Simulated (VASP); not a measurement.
Wanted: the native input for a VASP 6.6.1 run.

* Task: single point
* Functional: LDA
* Potentials or basis: VASP PAW LDA potentials, release 64 (W_sv, Ta_sv_GW, C)
* Cutoff: 700 eV
* k mesh: 10 × 10 × 10
* Occupations: fermi-dirac, width 0.05 eV
* Spin: no spin polarisation
* Dipole correction: no
* Further INCAR settings: ALGO = Normal; EDIFF = 1e-06; NBANDS = 26

The structure of TaWC2 lies in POSCAR:

```
TaWC2
1.0
    1.5506112562      0.8952458261      5.0326704134
   -1.5506112562      0.8952458261      5.0326704134
    0.0000000000     -1.7904916524      5.0326704134
W Ta C
1 1 2
Direct
    0.0000000000      0.0000000000      0.0000000000
    0.5000000000      0.5000000000      0.5000000000
    0.2509330000      0.2509330000      0.2509330000
    0.7490670000      0.7490670000      0.7490670000
```

One way to write it, as run:

INCAR

```
SYSTEM = TaWC2
ALGO = Normal ; EDIFF = 1E-6
ENCUT = 700 ; GGA = CA
GGA_COMPAT = .FALSE. ; ISIF = 2
ISMEAR = -1 ; LASPH = .TRUE.
LCHARG = .FALSE. ; LREAL = .FALSE.
LWAVE = .FALSE. ; NBANDS = 26
NELM = 120 ; PREC = Accurate
SIGMA = 0.05
```

KPOINTS

```
k-points
0
G
  10 10 10
  0 0 0
```

Potentials or basis: VASP PAW LDA potentials, release 64 (W_sv, Ta_sv_GW, C).

Run with:

```sh
$ cat potpaw_LDA.64/W_sv/POTCAR potpaw_LDA.64/Ta_sv_GW/POTCAR potpaw_LDA.64/C/POTCAR > POTCAR
$ mpirun -np 1 vasp_std > vasp.out
```

It gave:

The pressure is -1.2 GPa and the largest force is 0.068 eV/Å. The band gap on the k mesh is zero (an odd number of electrons rules out a gap without spin polarisation).

Caveat: spin-orbit coupling is left out, which moves the levels of the heavy elements; an odd number of electrons without spin polarisation forces a metal; a magnetic or distorted state may lie lower.

Wall time 4.5 min on 1 thread of Intel(R) Xeon(R) 6975P-C (Granite Rapids), with other jobs on the host, peak memory 0.43 GiB.
